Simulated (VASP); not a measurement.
# SiO2 (Stishovite) (P4_2/mnm) in VASP: further runs, part 2 of 2

VASP 6.6.1. Earlier steps stand in the parts before.

## 3. Relaxation of cell and atoms, PBE

This run uses another cell than the first one, of 8.04 Å³/atom, 1.037 times its volume.

File INCAR:

```
SYSTEM = SiO2
  PREC = Accurate
  ENCUT = 600
  EDIFF = 1E-6
  ISMEAR = 0
  SIGMA = 0.02
  LREAL = .FALSE.
  LASPH = .TRUE.
  NELM = 100
  ALGO = Normal
  ISIF = 3
  LWAVE = .FALSE.
  LCHARG = .FALSE.
  GGA = PE
  IBRION = 2
  NSW = 100
  EDIFFG = -0.005
```

File KPOINTS:

```
regular mesh
0
G
  6 6 8
  0 0 0
```

File POSCAR:

```
SiO2
1.0
    4.2337784367      0.0000000000      0.0000000000
    0.0000000000      4.2337784367      0.0000000000
    0.0000000000      0.0000000000      2.6917068301
Si O
2 4
Direct
    0.0000000000      0.0000000000      0.0000000000
    0.5000000000      0.5000000000      0.5000000000
    0.3070878418      0.3070878418      0.0000000000
    0.1929121582      0.8070878418      0.5000000000
    0.6929121582      0.6929121582      0.0000000000
    0.8070878418      0.1929121582      0.5000000000
```

Potentials or basis: VASP PAW PBE potentials, release 64 (Si, O).

Launch:

```bash
cat potpaw_PBE.64/Si/POTCAR potpaw_PBE.64/O/POTCAR > POTCAR
mpirun -np 1 vasp_std > vasp.out
```

OUTCAR:

```text
SYSTEM = SiO2
   PREC = Accurate
   ENCUT = 600
   EDIFF = 1E-6
   ISMEAR = 0
   LREAL = .FALSE.
   LASPH = .TRUE.
   NELM = 100
   ISIF = 3
   GGA = PE
   IBRION = 2
   NSW = 100
   EDIFFG = -0.005

 ion  position               nearest neighbor table
   1  0.000  0.000  0.000-   4 1.77   6 1.77   4 1.77   6 1.77   5 1.84   3 1.84
   2  0.500  0.500  0.500-   3 1.77   5 1.77   3 1.77   5 1.77   4 1.84   6 1.84
   3  0.307  0.307  0.000-   2 1.77   2 1.77   1 1.84
   4  0.193  0.807  0.500-   1 1.77   1 1.77   2 1.84
   5  0.693  0.693  0.000-   2 1.77   2 1.77   1 1.84
   6  0.807  0.193  0.500-   1 1.77   1 1.77   2 1.84

  LATTYP: Found a simple tetragonal cell.
 ALAT       =     4.2337784367
 C/A-ratio  =     0.6357694127

  Lattice vectors:

 A1 = (   4.2337784367,   0.0000000000,   0.0000000000)
 A2 = (   0.0000000000,   4.2337784367,   0.0000000000)
 A3 = (   0.0000000000,   0.0000000000,   2.6917068301)

Analysis of symmetry for initial positions (statically):
=====================================================================
 Subroutine PRICEL returns:
 Original cell was already a primitive cell.

 Routine SETGRP: Setting up the symmetry group for a
 simple tetragonal supercell.

 Subroutine GETGRP returns: Found 16 space group operations
 (whereof  8 operations were pure point group operations)
 out of a pool of 16 trial point group operations.

The static configuration has the point symmetry D_2h.
 The point group associated with its full space group is D_4h.

Analysis of symmetry for dynamics (positions and initial velocities):
=====================================================================
 Subroutine PRICEL returns:
 Original cell was already a primitive cell.

 Routine SETGRP: Setting up the symmetry group for a
 simple tetragonal supercell.

 Subroutine GETGRP returns: Found 16 space group operations
 (whereof  8 operations were pure point group operations)
 out of a pool of 16 trial point group operations.

The dynamic configuration has the point symmetry D_2h.
 The point group associated with its full space group is D_4h.

 Subroutine INISYM returns: Found 16 space group operations
 (whereof  8 operations are pure point group operations),
 and found     1 'primitive' translations

----------------------------------------------------------------------------------------

                                     Primitive cell

  volume of cell :      48.2485

  direct lattice vectors                    reciprocal lattice vectors
     4.233778437  0.000000000  0.000000000     0.236195638  0.000000000  0.000000000
     0.000000000  4.233778437  0.000000000     0.000000000  0.236195638  0.000000000
     0.000000000  0.000000000  2.691706830     0.000000000  0.000000000  0.371511484

  length of vectors
     4.233778437  4.233778437  2.691706830     0.236195638  0.236195638  0.371511484

  position of ions in fractional coordinates (direct lattice)
     0.000000000  0.000000000  0.000000000
     0.500000000  0.500000000  0.500000000
     0.307087842  0.307087842  0.000000000
     0.192912158  0.807087842  0.500000000
[... 69 lines left out ...]
   dimension x,y,z NGXF=    72 NGYF=   72 NGZF=   48
   ions per type =               2   4
   NGX,Y,Z   is equivalent  to a cutoff of  14.14, 14.14, 14.82 a.u.
   NGXF,Y,Z  is equivalent  to a cutoff of  28.27, 28.27, 29.65 a.u.
 SYSTEM =  SiO2
   PREC   = accura    normal or accurate (medium, high low for compatibility)
   ISTART =      0    job   : 0-new  1-cont  2-samecut
   ICHARG =      2    charge: 1-file 2-atom 10-const
   ISPIN  =      1    spin polarized calculation?
   LNONCOLLINEAR =      F non collinear calculations
   LSORBIT =      F    spin-orbit coupling
   LASPH  =      T    aspherical Exc in radial PAW
   ENCUT  =  600.0 eV  44.10 Ry    6.64 a.u.   8.46  8.46  5.38*2*pi/ulx,y,z
   NELM   =    100;   NELMIN=  2; NELMDL= -5     # of ELM steps
   EDIFF  = 0.1E-05   stopping-criterion for ELM
   LREAL  =      F    real-space projection
   EDIFFG = -.5E-02   stopping-criterion for IOM
   NSW    =    100    number of steps for IOM
   IBRION =      2    ionic relax: 0-MD 1-quasi-New 2-CG
   NFREE  =      1    steps in history (QN), initial steepest desc. (CG)
   ISIF   =      3    stress and relaxation
   ISYM   =      2    0-nonsym 1-usesym 2-fastsym
   POTIM  = 0.5000    time-step for ionic-motion
   TEBEG  =    0.0;   TEEND  =   0.0 temperature during run
   PSTRESS=    0.0 pullay stress
   NELECT =      32.0000    total number of electrons
   NUPDOWN=      -1.0000    fix difference up-down
   EMIN   =  10.00;   EMAX   =-10.00  energy-range for DOS
   EFERMI =   0.00;   METHOD = LEGACY
   ISMEAR =     0;   SIGMA  =   0.02  broadening in eV -4-tet -1-fermi 0-gaus
   EFERMI_NEDOS =   21; number of points for ismear=-14 and -15
   IALGO  =     38    algorithm
   IMIX   =      4    mixing-type and parameters
     AMIX     =   0.40;   BMIX     =  1.00
     AMIX_MAG =   1.60;   BMIX_MAG =  1.00
  volume/ion in A,a.u.               =       8.04        54.27
  Fermi-wavevector in a.u.,A,eV,Ry     =   1.427678  2.697920 27.732257  2.038263
  Thomas-Fermi vector in A             =   2.547821
   LORBIT       =      0    0 simple, 1 ext, 2 COOP (PROOUT), +10 PAW based schemes
   GGA     = PE    functional components
   LHFCALC =     F    Hartree Fock is set to
   AEXX    =    0.0000 exact exchange contribution
   IVDW    =     0    specifies the selected vdW correction
   LEPSILON=     F    determine dielectric tensor
   LRPA    =     F    only Hartree local field effects (RPA)
 conjugate gradient relaxation of ions
 non-spin polarized calculation
 Gauss-broadening in eV      SIGMA  =   0.02
  energy-cutoff  :      600.00
  volume of cell :       48.25
 maximum number of plane-waves:      1634
 NGX is ok and might be reduce to    36
   NGX = 17   NGY = 17   NGZ = 11

--------------------------------------- Ionic step        1  -------------------------------------------

 number of electron      32.0000006 magnetization

 Free energy of the ion-electron system (eV)
  ---------------------------------------------------
  ext. energy  EPLUGINS =         0.00000000
  ---------------------------------------------------
  free energy    TOTEN  =       -46.33089712 eV

  energy without entropy =      -46.33089712  energy(sigma->0) =      -46.33089712

------------------------ aborting loop because EDIFF is reached ----------------------------------------

  FORCE on cell =-STRESS in cart. coord.  units (eV):
  Direction    XX          YY          ZZ          XY          YZ          ZX
  --------------------------------------------------------------------------------------
  -------------------------------------------------------------------------------------
  Total       -0.0274049     -0.0274049      0.0057013     -0.0000000      0.0000000      0.0000000
  in kB       -0.9100275     -0.9100275      0.1893207     -0.0000000      0.0000000      0.0000000
  external PRESSURE =      -0.5435781 kB  Pullay stress =       0.0000000 kB
[... 101 lines left out ...]
  FREE ENERGIE OF THE ION-ELECTRON SYSTEM (eV)
  ---------------------------------------------------
  free  energy   TOTEN  =       -46.3310752147 eV

  energy  without entropy=      -46.3310752147  energy(sigma->0) =      -46.33107521

[... ionic steps 4 to 7 ...]

--------------------------------------- Ionic step        8  -------------------------------------------

 number of electron      32.0000007 magnetization

------------------------ aborting loop because EDIFF is reached ----------------------------------------
[... 75 lines left out ...]
--------------------------------------- Ionic step       10  -------------------------------------------

 number of electron      32.0000007 magnetization

 Free energy of the ion-electron system (eV)
  ---------------------------------------------------
  ext. energy  EPLUGINS =         0.00000000
  ---------------------------------------------------
  free energy    TOTEN  =       -46.33111313 eV

  energy without entropy =      -46.33111313  energy(sigma->0) =      -46.33111313

 E-fermi :   7.8420     XC(G=0): -12.0891

 val. band max:        7.7561689285   @ k =   0.0000   0.0000   0.0000
 cond. band min:      12.7916509661   @ k =   0.0000   0.0000   0.0000
 fundamental gap:      5.0354820376
 Fermi energy:         7.8420332842

 k-point     1 :       0.0000    0.0000    0.0000
  band No.  band energies     occupation
      1     -14.4685      2.00000
      2     -11.0016      2.00000
      3     -11.0016      2.00000
      4     -10.8264      2.00000
      5      -2.8753      2.00000
      6       1.5174      2.00000
[... 541 lines left out ...]
     19      18.0023      0.00000
     20      18.0023      0.00000

 [... further k-points ...]
[... 5 lines left out ...]
  --------------------------------------------------------------------------------------
  -------------------------------------------------------------------------------------
  Total       -0.0009186     -0.0009186     -0.0127969      0.0000000      0.0000000      0.0000000
  in kB       -0.0305332     -0.0305332     -0.4253399      0.0000000      0.0000000      0.0000000
  external PRESSURE =      -0.1621355 kB  Pullay stress =       0.0000000 kB
[... 21 lines left out ...]
  FREE ENERGIE OF THE ION-ELECTRON SYSTEM (eV)
  ---------------------------------------------------
  free  energy   TOTEN  =       -46.3311131296 eV

  energy  without entropy=      -46.3311131296  energy(sigma->0) =      -46.33111313

 reached required accuracy - stopping structural energy minimisation
```

It took 2.2 min on 1 thread of Intel Xeon Platinum 8488C (Sapphire Rapids), shared host; peak memory 0.19 GiB.

What came out:

| Property | Result |
| --- | --- |
| Free energy | -46.3311 eV |
| Relaxed volume | 8.03 Å³/atom |
| Relaxed cell | a = 4.231 Å, b = 4.231 Å, c = 2.693 Å, α = 90.00°, β = 90.00°, γ = 90.00° |
| Space group after relaxing (to 0.05 Å) | P4_2/mnm (No. 136) |
| Energy gained by relaxing | 0.0 meV/atom |
| Ionic steps | 10 |
| Pressure after relaxing | 0.0 GPa |
| Band gap on the k mesh | 5.04 eV, direct |

Step by step:
| step | energy change (eV) | largest force (eV/Å) | pressure (GPa) | volume (Å³) |
| --- | --- | --- | --- | --- |
| 1 | 0.0000 | 0.0484 | -0.05 | 48.25 |
| 2 | -0.0002 | 0.0186 | -0.18 | 48.23 |
| 3 | -0.0002 | 0.0031 | -0.15 | 48.23 |
| 4 | -0.0002 | 0.0002 | 0.12 | 48.18 |
| 5 | -0.0002 | 0.0007 | 0.07 | 48.19 |
| 6 | -0.0002 | 0.0007 | 0.07 | 48.19 |
| 7 | -0.0002 | 0.0021 | -0.04 | 48.21 |
| 8 | -0.0002 | 0.0010 | 0.03 | 48.20 |
| 9 | -0.0002 | 0.0009 | 0.04 | 48.19 |
| 10 | -0.0002 | 0.0010 | -0.02 | 48.20 |

Final structure:
```yaml
crystal:
  lattice:
    - [4.23091, 0.00000, 0.00000]
    - [0.00000, 4.23091, 0.00000]
    - [0.00000, 0.00000, 2.69285]
  atoms:
    - { symbol: Si, position: [0.00000, 0.00000, 0.00000] }
    - { symbol: Si, position: [0.50000, 0.50000, 0.50000] }
    - { symbol: O, position: [0.30675, 0.30675, 0.00000] }
    - { symbol: O, position: [0.19325, 0.80675, 0.50000] }
    - { symbol: O, position: [0.69325, 0.69325, 0.00000] }
    - { symbol: O, position: [0.80675, 0.19325, 0.50000] }
```
